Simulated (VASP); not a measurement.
# La16HO24 (a cell with a defect) in VASP: further runs

The runs below take La16HO24 (a cell with a defect) through single point, with PBE, LDA.

Everything below comes from runs of VASP 6.6.1. Logs are shortened: lines on timing, memory, paths and dates and some standing lists are left out, and cuts for length are marked.

## (1) The cell of the first run

The cell holds a defect, 41 atoms: a = 7.881 Å, b = 7.881 Å, c = 12.376 Å, α = 90.00°, β = 90.00°, γ = 120.00°.

## (2) Single point, PBE

The input, INCAR:

```
  PREC = Accurate
  ENCUT = 520
  EDIFF = 1E-6
  ISMEAR = -1
  SIGMA = 0.01
  LREAL = Auto
  LASPH = T
  NELM = 60
  ALGO = Normal
  ISIF = 2
  LWAVE = F
  LCHARG = F
  GGA = PE
  NBANDS = 186
  NELECT = 322.0
```

The input, KPOINTS:

```
Automatic mesh
0
Gamma
  1 1 1
  0.25 0.25 0.25
```

The input, POSCAR:

```
La16HO24
1.0
    7.8811453700     -0.0000000600      0.0000000000
   -3.9405726400      6.8252721300      0.0000000000
    0.0000000000      0.0000000000     12.3757188400
La O H
16 24 1
Direct
    0.3255015695      0.1611806824      0.3718953266
    0.1613485143      0.3248573782      0.1282437021
    0.3376052523      0.1664831817      0.8753762218
    0.1667779167      0.3372791540      0.6247635471
    0.3328959401      0.6664110871      0.3812810440
    0.1595404216      0.8396287943      0.1282121888
    0.3345430383      0.6648351793      0.8814279107
    0.1661334265      0.8331146219      0.6246304639
    0.8403669242      0.1593986334      0.3719231230
    0.6666028578      0.3326630787      0.1188603280
    0.8334775193      0.1658039458      0.8754128257
    0.6650057416      0.3341308590      0.6186130357
    0.8383205781      0.6742302670      0.3718933065
    0.6742646611      0.8380197788      0.1283436559
    0.8329536311      0.6617255640      0.8753641013
    0.6619835168      0.8325115734      0.6247365587
    0.3483700280      0.1740129915      0.1756300404
    0.1745242936      0.3480746211      0.3245932662
    0.0003638683     -0.0007497137      0.0028571270
    0.3336191464      0.1654137738      0.6762847563
    0.1657918711      0.3333692733      0.8237336458
   -0.0009087913     -0.0002799888      0.4971774229
    0.3338019924      0.6653687844      0.1687424405
    0.1726524764      0.8266253569      0.3240905075
   -0.0064007009      0.4955077153     -0.0060996053
    0.3333437624      0.6657800500      0.6816166486
    0.1653415407      0.8340096778      0.8237582909
    0.0062075124      0.5037154468      0.5062433206
    0.8269197127      0.1723245648      0.1759741012
    0.6658859663      0.3335591602      0.3315023598
    0.5040008003      0.0056125279     -0.0060855455
    0.8342399868      0.1649337973      0.6762663331
    0.6662132623      0.3330334669      0.8185512398
    0.4952262724     -0.0069928304      0.5063658185
    0.8250578909      0.6509828421      0.1755211174
    0.6512528928      0.8249820567      0.3246258300
    0.5032153111      0.4954581980     -0.0072780419
    0.8336582845      0.6654769163      0.6763021290
    0.6660069937      0.8334844284      0.8238072577
    0.4960946593      0.5030672718      0.5073235811
   -0.0003039647     -0.0004528757      0.2501043406
```

Potentials or basis: VASP PAW PBE potentials, release 64 (La, O, H).

The run is started by

```
cat potpaw_PBE.64/La/POTCAR potpaw_PBE.64/O/POTCAR potpaw_PBE.64/H/POTCAR > POTCAR
mpirun -np 1 vasp_std > vasp.out
```

OUTCAR:

```text
PREC = Accurate
   ENCUT = 520
   EDIFF = 1E-6
   ISMEAR = -1
   LREAL = Auto
   LASPH = T
   NELM = 60
   ISIF = 2
   GGA = PE
   NELECT = 322.0

 ion  position               nearest neighbor table
   1  0.326  0.161  0.372-  24 2.36  30 2.38  18 2.38  17 2.43  22 2.71
   2  0.161  0.325  0.128-  29 2.36  23 2.38  17 2.38  18 2.44  19 2.71
   3  0.338  0.166  0.875-  33 2.35  27 2.36  21 2.40  20 2.46  31 2.67  37 2.67  19 2.79
   4  0.167  0.337  0.625-  26 2.35  32 2.36  20 2.40  21 2.46  28 2.67  40 2.68  22 2.79
   5  0.333  0.666  0.381-  18 2.28  36 2.28  24 2.30  23 2.63  28 2.71  34 2.71  40 2.72
   6  0.160  0.840  0.128-  17 2.36  35 2.36  24 2.43  23 2.43  19 2.67
   7  0.335  0.665  0.881-  39 2.37  21 2.37  27 2.42  26 2.47  37 2.69  31 2.71  25 2.71
   8  0.166  0.833  0.625-  20 2.36  38 2.36  26 2.39  27 2.46  34 2.68  28 2.68  22 2.77
   9  0.840  0.159  0.372-  18 2.36  36 2.36  30 2.43  29 2.43  22 2.67
  10  0.667  0.333  0.119-  17 2.28  35 2.28  29 2.30  30 2.63  25 2.72  31 2.72  37 2.72
  11  0.833  0.166  0.875-  39 2.36  21 2.36  33 2.39  32 2.46  31 2.68  25 2.69  19 2.77
  12  0.665  0.334  0.619-  38 2.37  20 2.37  32 2.42  33 2.47  40 2.69  34 2.71  28 2.71
  13  0.838  0.674  0.372-  24 2.36  30 2.38  36 2.38  35 2.44  22 2.71
  14  0.674  0.838  0.128-  29 2.36  23 2.38  35 2.38  36 2.43  19 2.71
  15  0.833  0.662  0.875-  33 2.35  27 2.36  39 2.40  38 2.46  25 2.67  37 2.68  19 2.79
  16  0.662  0.833  0.625-  26 2.35  32 2.36  38 2.40  39 2.46  34 2.67  40 2.68  22 2.79
  17  0.348  0.174  0.176-  10 2.28   6 2.36   2 2.38   1 2.43
  18  0.175  0.348  0.325-   5 2.28   9 2.36   1 2.38   2 2.44
  19  0.000  0.999  0.003-   6 2.67   2 2.71  14 2.71  11 2.77   3 2.79  15 2.79
  20  0.334  0.165  0.676-   8 2.36  12 2.37   4 2.40   3 2.46
  21  0.166  0.333  0.824-  11 2.36   7 2.37   3 2.40   4 2.46
  22  0.999  1.000  0.497-   9 2.67  13 2.71   1 2.71   8 2.77  16 2.79   4 2.79
  23  0.334  0.665  0.169-  14 2.38   2 2.38   6 2.43   5 2.63
  24  0.173  0.827  0.324-   5 2.30  13 2.36   1 2.36   6 2.43
  25  0.994  0.496  0.994-  15 2.67  11 2.69   7 2.71  10 2.72
  26  0.333  0.666  0.682-   4 2.35  16 2.35   8 2.39   7 2.47
  27  0.165  0.834  0.824-  15 2.36   3 2.36   7 2.42   8 2.46
  28  0.006  0.504  0.506-   4 2.67   8 2.68  12 2.71   5 2.71
[... 10 lines left out ...]
  39  0.666  0.833  0.824-  11 2.36   7 2.37  15 2.40  16 2.46
  40  0.496  0.503  0.507-   4 2.68  16 2.68  12 2.69   5 2.72
  41  1.000  1.000  0.250-

  LATTYP: Found a hexagonal cell.
 ALAT       =     7.8811453700
 C/A-ratio  =     1.5702944507

  Lattice vectors:

 A1 = (   7.8811453700,  -0.0000000600,   0.0000000000)
 A2 = (  -3.9405726400,   6.8252721300,   0.0000000000)
 A3 = (   0.0000000000,   0.0000000000,  12.3757188400)

Analysis of symmetry for initial positions (statically):
=====================================================================
 Subroutine PRICEL returns:
 Original cell was already a primitive cell.

 Routine SETGRP: Setting up the symmetry group for a
 hexagonal supercell.

 Subroutine GETGRP returns: Found  1 space group operations
 (whereof  1 operations were pure point group operations)
 out of a pool of 24 trial point group operations.

The static configuration has the point symmetry C_1 .

Analysis of symmetry for dynamics (positions and initial velocities):
=====================================================================
 Subroutine PRICEL returns:
 Original cell was already a primitive cell.

 Routine SETGRP: Setting up the symmetry group for a
 hexagonal supercell.

 Subroutine GETGRP returns: Found  1 space group operations
 (whereof  1 operations were pure point group operations)
 out of a pool of 24 trial point group operations.

The dynamic configuration has the point symmetry C_1 .

 Subroutine INISYM returns: Found  1 space group operations
 (whereof  1 operations are pure point group operations),
 and found     1 'primitive' translations

[... 43 lines left out ...]
   TEBEG  =    0.0;   TEEND  =   0.0 temperature during run
   PSTRESS=    0.0 pullay stress
   NELECT =     322.0000    total number of electrons
   NUPDOWN=      -1.0000    fix difference up-down
   EMIN   =  10.00;   EMAX   =-10.00  energy-range for DOS
   EFERMI =   0.00;   METHOD = LEGACY
   ISMEAR =    -1;   SIGMA  =   0.01  broadening in eV -4-tet -1-fermi 0-gaus
   EFERMI_NEDOS =   21; number of points for ismear=-14 and -15
   IALGO  =     38    algorithm
   IMIX   =      4    mixing-type and parameters
     AMIX     =   0.40;   BMIX     =  1.00
     AMIX_MAG =   1.60;   BMIX_MAG =  1.00
  volume/ion in A,a.u.               =      16.24       109.57
  Fermi-wavevector in a.u.,A,eV,Ry     =   1.285090  2.428468 22.469427  1.651456
  Thomas-Fermi vector in A             =   2.417245
   LORBIT       =      0    0 simple, 1 ext, 2 COOP (PROOUT), +10 PAW based schemes
   GGA     = PE    functional components
   LHFCALC =     F    Hartree Fock is set to
   AEXX    =    0.0000 exact exchange contribution
   IVDW    =     0    specifies the selected vdW correction
   LEPSILON=     F    determine dielectric tensor
   LRPA    =     F    only Hartree local field effects (RPA)
 non-spin polarized calculation
  energy-cutoff  :      520.00
  volume of cell :      665.70
 maximum number of plane-waves:     17910
 NGX is ok and might be reduce to    60
   NGX = 29   NGY = 29   NGZ = 47

 number of electron     321.9999960 magnetization

 Free energy of the ion-electron system (eV)
  ---------------------------------------------------
  ext. energy  EPLUGINS =         0.00000000
  ---------------------------------------------------
  free energy    TOTEN  =      -329.57543541 eV

  energy without entropy =     -329.57543541  energy(sigma->0) =     -329.57543541

 E-fermi :   6.9664     XC(G=0): -10.4498

 val. band max:        6.6195143554   @ k =  -0.2500  -0.2500   0.2500
 cond. band min:       9.8250589125   @ k =  -0.2500   0.5000   0.2500
 fundamental gap:      3.2055445570
 Fermi energy:         6.9663723237

 k-point     1 :       0.2500    0.2500    0.2500
  band No.  band energies     occupation
      1     -24.0277      2.00000
      2     -23.9617      2.00000
      3     -23.9525      2.00000
      4     -23.9331      2.00000
      5     -23.9026      2.00000
      6     -23.8951      2.00000
[... 1045 lines left out ...]
    172      10.4521      0.00000
    173      10.4838      0.00000
 [bands above 173 left out]

------------------------ aborting loop because EDIFF is reached ----------------------------------------

  FORCE on cell =-STRESS in cart. coord.  units (eV):
  Direction    XX          YY          ZZ          XY          YZ          ZX
  --------------------------------------------------------------------------------------
  -------------------------------------------------------------------------------------
  Total        9.7731986     11.6495856     10.0557274      1.6481782      0.6189970     -1.1082768
  in kB       23.5216382     28.0376310     24.2016140      3.9667516      1.4897705     -2.6673443
  external PRESSURE =      25.2536277 kB  Pullay stress =       0.0000000 kB

 VOLUME and BASIS-vectors are now :
 -----------------------------------------------------------------------------
  energy-cutoff  :      520.00
  volume of cell :      665.70
      direct lattice vectors                 reciprocal lattice vectors
     7.881145370 -0.000000060  0.000000000     0.126885111  0.073257152  0.000000000
    -3.940572640  6.825272130  0.000000000     0.000000001  0.146514305  0.000000000
     0.000000000  0.000000000 12.375718840     0.000000000  0.000000000  0.080803387

 POSITION                                       TOTAL-FORCE (eV/Angst)
 -----------------------------------------------------------------------------------
      1.93018      1.10010      4.60247        -0.109178      0.059583     -0.013589
     -0.00851      2.21724      1.58711         0.110614     -0.059299      0.011231
      2.00468      1.13629     10.83341        -0.135139      0.071480     -0.015552
     -0.01467      2.30202      7.73190         0.126207     -0.080891      0.013061
     -0.00244      4.54844      4.71863        -0.029982      0.017532     -0.018019
     -2.05126      5.73069      1.58672         0.099438     -0.057302      0.011193
[... 33 lines left out ...]
      1.92742      3.43357      6.27849         0.017309     -0.011190      0.000265
      3.93996      6.82218      3.09522         0.001846     -0.000327     -0.000216
 -----------------------------------------------------------------------------------
    total drift:                               -0.002094     -0.007167      0.004015

  FREE ENERGIE OF THE ION-ELECTRON SYSTEM (eV)
  ---------------------------------------------------
  free  energy   TOTEN  =      -329.5754354125 eV

  energy  without entropy=     -329.5754354125  energy(sigma->0) =     -329.57543541
```

Wall time 69 min (1 thread of Intel Xeon Platinum 8375C at 2.90GHz (Ice Lake), shared host); peak memory 1 GiB.

What came out:

| Property | Result |
| --- | --- |
| Free energy | -329.5754 eV |
| Largest force | 0.154 eV/Å |

Forces on the atoms (eV/Å):
```
La  -0.109  0.060 -0.014
La   0.111 -0.059  0.011
La  -0.135  0.071 -0.016
La   0.126 -0.081  0.013
La  -0.030  0.018 -0.018
La   0.099 -0.057  0.011
La  -0.119  0.066 -0.007
La   0.119 -0.071  0.030
La  -0.110  0.053 -0.013
La   0.040 -0.022  0.019
La  -0.118  0.069 -0.024
La   0.123 -0.069  0.014
La  -0.110  0.056 -0.015
La   0.108 -0.065  0.005
La  -0.132  0.076 -0.016
La   0.134 -0.073  0.014
O   -0.070 -0.019 -0.012
O    0.017 -0.070  0.007
O   -0.005  0.002  0.005
O   -0.133  0.074 -0.001
O    0.126 -0.079  0.004
O    0.010 -0.003 -0.002
O   -0.131  0.075 -0.007
O    0.118 -0.065  0.005
O   -0.015  0.001 -0.003
O   -0.118  0.076  0.000
O    0.123 -0.073  0.015
O    0.014 -0.003  0.001
O   -0.122  0.078 -0.002
O    0.130 -0.074  0.006
O   -0.013  0.012 -0.003
O   -0.122  0.071 -0.012
O    0.120 -0.067 -0.003
O    0.011 -0.011  0.000
O   -0.012  0.070 -0.006
O    0.067  0.023  0.009
O   -0.017  0.010  0.003
O   -0.124  0.082 -0.002
O    0.130 -0.071  0.001
O    0.017 -0.011  0.000
H    0.002  0.000  0.000
```

Caveat: the cell carries a net charge on a neutralising background, which shifts energy and pressure; the cell is charged against a uniform background, so pressure and absolute levels hang on convention; spin-orbit coupling is left out, which moves the levels of the heavy elements.

(Part 1 of 2 ends here.)
